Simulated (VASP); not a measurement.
# PbS (I4/mmm) in VASP: notebook, part 2 of 2

VASP 6.6.1.

## (3) Single point, PBE (equal xx and yy strain of +3 %)

INCAR reads:

```
PREC     = Accurate       # precision mode
ENCUT    = 520            # plane-wave cutoff, eV
EDIFF    = 1E-6           # SCF threshold, eV
ISMEAR   = -1             # smearing method
SIGMA    = 0.01           # smearing width, eV
LREAL    = F              # projectors in reciprocal space
LASPH    = T              # aspherical terms in the spheres
NELM     = 60             # most SCF steps
ALGO     = Normal         # electronic algorithm
ISIF     = 2              # what is computed and relaxed
LWAVE    = F              # write WAVECAR
LCHARG   = F              # write CHGCAR
GGA      = PE             # functional
NBANDS   = 17             # bands
```

KPOINTS reads:

```
regular mesh
0
Gamma
  8 8 8
```

POSCAR reads:

```
PbS
1.0
    0.0000000000      3.0539500000      2.9650000000
    3.0539500000      0.0000000000      2.9650000000
    3.0539500000      3.0539500000      0.0000000000
Pb S
1 1
Direct
    0.0000000000      0.0000000000      0.0000000000
    0.5000000000      0.5000000000      0.5000000000
```

Potentials or basis: VASP PAW PBE potentials, release 64 (Pb_d, S).

Run with:

```bash
$ cat potpaw_PBE.64/Pb_d/POTCAR potpaw_PBE.64/S/POTCAR > POTCAR
$ mpirun -np 1 vasp_std > vasp.out
```

OUTCAR:

```text
PREC = Accurate
   ENCUT = 520
   EDIFF = 1E-6
   ISMEAR = -1
   LREAL = F
   LASPH = T
   NELM = 60
   ISIF = 2
   GGA = PE

 ion  position               nearest neighbor table
   1  0.000  0.000  0.000-   2 2.96   2 2.96   2 3.05   2 3.05   2 3.05   2 3.05
   2  0.500  0.500  0.500-   1 2.96   1 2.96   1 3.05   1 3.05   1 3.05   1 3.05

  LATTYP: Found a body centered tetragonal cell.
 ALAT       =     4.3189375088
 C/A-ratio  =     1.3730228761

  Lattice vectors:

 A1 = (   0.0000000000,  -3.0539500000,  -2.9650000000)
 A2 = (   0.0000000000,   3.0539500000,  -2.9650000000)
 A3 = (   3.0539500000,   0.0000000000,   2.9650000000)

Analysis of symmetry for initial positions (statically):
=====================================================================
 Subroutine PRICEL returns:
 Original cell was already a primitive cell.

 Routine SETGRP: Setting up the symmetry group for a
 body centered tetragonal supercell.

 Subroutine GETGRP returns: Found 16 space group operations
 (whereof 16 operations were pure point group operations)
 out of a pool of 16 trial point group operations.

The static configuration has the point symmetry D_4h.

Analysis of symmetry for dynamics (positions and initial velocities):
=====================================================================
 Subroutine PRICEL returns:
 Original cell was already a primitive cell.

 Routine SETGRP: Setting up the symmetry group for a
 body centered tetragonal supercell.

 Subroutine GETGRP returns: Found 16 space group operations
 (whereof 16 operations were pure point group operations)
 out of a pool of 16 trial point group operations.

The dynamic configuration has the point symmetry D_4h.

 Subroutine INISYM returns: Found 16 space group operations
 (whereof 16 operations are pure point group operations),
 and found     1 'primitive' translations

[... 102 lines left out ...]
   POTIM  = 0.5000    time-step for ionic-motion
   TEBEG  =    0.0;   TEEND  =   0.0 temperature during run
   PSTRESS=    0.0 pullay stress
   NELECT =      20.0000    total number of electrons
   NUPDOWN=      -1.0000    fix difference up-down
   EMIN   =  10.00;   EMAX   =-10.00  energy-range for DOS
   EFERMI =   0.00;   METHOD = LEGACY
   ISMEAR =    -1;   SIGMA  =   0.01  broadening in eV -4-tet -1-fermi 0-gaus
   EFERMI_NEDOS =   21; number of points for ismear=-14 and -15
   IALGO  =     38    algorithm
   IMIX   =      4    mixing-type and parameters
     AMIX     =   0.40;   BMIX     =  1.00
     AMIX_MAG =   1.60;   BMIX_MAG =  1.00
  volume/ion in A,a.u.               =      27.65       186.61
  Fermi-wavevector in a.u.,A,eV,Ry     =   1.166340  2.204064 18.508684  1.360350
  Thomas-Fermi vector in A             =   2.302855
   LORBIT       =      0    0 simple, 1 ext, 2 COOP (PROOUT), +10 PAW based schemes
   GGA     = PE    functional components
   LHFCALC =     F    Hartree Fock is set to
   AEXX    =    0.0000 exact exchange contribution
   IVDW    =     0    specifies the selected vdW correction
   LEPSILON=     F    determine dielectric tensor
   LRPA    =     F    only Hartree local field effects (RPA)
 non-spin polarized calculation
  energy-cutoff  :      520.00
  volume of cell :       55.31
 maximum number of plane-waves:      1512
   NGX = 15   NGY = 15   NGZ = 17

 number of electron      20.0000006 magnetization

 Free energy of the ion-electron system (eV)
  ---------------------------------------------------
  ext. energy  EPLUGINS =         0.00000000
  ---------------------------------------------------
  free energy    TOTEN  =        -8.75628498 eV

  energy without entropy =       -8.75628498  energy(sigma->0) =       -8.75628498

 E-fermi :   5.3267     XC(G=0):  -9.4092

 val. band max:        5.0386902307   @ k =   0.5000  -0.0000   0.0000
 cond. band min:       5.5782385526   @ k =   0.5000  -0.0000   0.0000
 fundamental gap:      0.5395483219
 Fermi energy:         5.3267268812

 k-point     1 :       0.0000    0.0000    0.0000
  band No.  band energies     occupation
      1     -11.6708      2.00000
      2     -11.6602      2.00000
      3     -11.6602      2.00000
      4     -11.6574      2.00000
      5     -11.6365      2.00000
      6      -8.0159      2.00000
[... 457 lines left out ...]
      4     -11.6404      2.00000
      5     -11.6251      2.00000
      6      -7.1960      2.00000
[... 9 lines left out ...]
     16      14.8304      0.00000
     17      16.5292      0.00000

 [... further k-points ...]
[... 5 lines left out ...]
  --------------------------------------------------------------------------------------
  -------------------------------------------------------------------------------------
  Total       -0.6782281     -0.6782281      0.3842892      0.0000000      0.0000000     -0.0000000
  in kB      -19.6475251    -19.6475251     11.1324362      0.0000000      0.0000000     -0.0000000
  external PRESSURE =      -9.3875380 kB  Pullay stress =       0.0000000 kB

 VOLUME and BASIS-vectors are now :
 -----------------------------------------------------------------------------
  energy-cutoff  :      520.00
  volume of cell :       55.31
      direct lattice vectors                 reciprocal lattice vectors
     0.000000000  3.053950000  2.965000000    -0.163722392  0.163722392  0.168634064
     3.053950000  0.000000000  2.965000000     0.163722392 -0.163722392  0.168634064
     3.053950000  3.053950000  0.000000000     0.163722392  0.163722392 -0.168634064

 POSITION                                       TOTAL-FORCE (eV/Angst)
 -----------------------------------------------------------------------------------
      0.00000      0.00000      0.00000        -0.000000      0.000000      0.000000
      3.05395      3.05395      2.96500         0.000000     -0.000000     -0.000000
 -----------------------------------------------------------------------------------
    total drift:                                0.000000     -0.000000     -0.000000

  FREE ENERGIE OF THE ION-ELECTRON SYSTEM (eV)
  ---------------------------------------------------
  free  energy   TOTEN  =        -8.7562849776 eV

  energy  without entropy=       -8.7562849776  energy(sigma->0) =       -8.75628498
```

OSZICAR:

```text
N       E                     dE             d eps       ncg     rms          rms(c)
DAV:   1     0.158925321776E+03    0.15893E+03   -0.97339E+03  2006   0.122E+03
DAV:   2     0.350529680814E+01   -0.15542E+03   -0.14960E+03  2132   0.313E+02
DAV:   3    -0.897207461308E+01   -0.12477E+02   -0.12387E+02  2585   0.926E+01
DAV:   4    -0.928339772391E+01   -0.31132E+00   -0.31100E+00  2586   0.161E+01
DAV:   5    -0.929483018516E+01   -0.11432E-01   -0.11431E-01  2990   0.303E+00    0.428E+00
DAV:   6    -0.875095406209E+01    0.54388E+00   -0.16074E+00  3153   0.808E+00    0.298E+00
DAV:   7    -0.875284902427E+01   -0.18950E-02   -0.14640E-01  2394   0.188E+00    0.179E+00
DAV:   8    -0.875675657811E+01   -0.39076E-02   -0.18687E-02  2421   0.141E+00    0.384E-01
DAV:   9    -0.875602926042E+01    0.72732E-03   -0.41619E-03  3187   0.522E-01    0.101E-01
DAV:  10    -0.875628173688E+01   -0.25248E-03   -0.44263E-04  2314   0.117E-01    0.820E-02
DAV:  11    -0.875628378292E+01   -0.20460E-05   -0.62391E-05  2863   0.852E-02    0.152E-02
DAV:  12    -0.875628498919E+01   -0.12063E-05   -0.40289E-06  2505   0.193E-02    0.378E-03
DAV:  13    -0.875628497763E+01    0.11558E-07   -0.15258E-07  1748   0.446E-03
   1 F= -.87562850E+01 E0= -.87562850E+01  d E =-.502277E-13
```

stdout:

```text
POSCAR found type information on POSCAR PbS
 POSCAR found :  2 types and       2 ions
 scaLAPACK will be used
 LDA part: xc-table for (Slater+PW92), standard interpolation
 POSCAR, INCAR and KPOINTS ok, starting setup
 FFT: planning ... GRIDC
 FFT: planning ... GRID_SOFT
 FFT: planning ... GRID
 WAVECAR not read
 entering main loop
```

Run time: 34 s. Hardware: 1 thread of Intel Xeon Platinum 8259CL at 2.50GHz (Skylake/Cascade Lake), shared host; peak memory 0.21 GiB.

Results:

* Free energy: -8.7563 eV
* Pressure: -0.9 GPa
* Band gap on the k mesh: 0.54 eV, direct

Stress tensor (GPa, compression positive):
```
-1.96  0.00  0.00
 0.00 -1.96  0.00
 0.00  0.00  1.11
```

Levels at points of the mesh, in eV from the valence-band top:
```tsv
k point	band 6	band 7	band 8	band 9	band 10	band 11	band 12	band 13	band 14	band 15
(0.00, 0.00, 0.00)	-13.05	-6.10	-2.01	-1.78	-1.78	4.87	4.87	5.51	6.86	6.86
(0.50, 0.00, 0.00)	-11.95	-8.49	-1.53	-1.48	0.00	0.54	2.03	2.21	8.62	10.14
(0.50, 0.50, 0.00)	-11.52	-7.17	-4.71	-3.07	-3.07	4.08	5.39	5.39	5.65	11.14
(0.50, 0.00, 0.50)	-11.66	-7.04	-4.65	-3.16	-2.87	4.19	5.26	5.31	5.87	11.04
```

Caveat: the cell differs from its parent crystal (equal xx and yy strain of +3 %); spin-orbit coupling is left out, which moves the levels of the heavy elements.
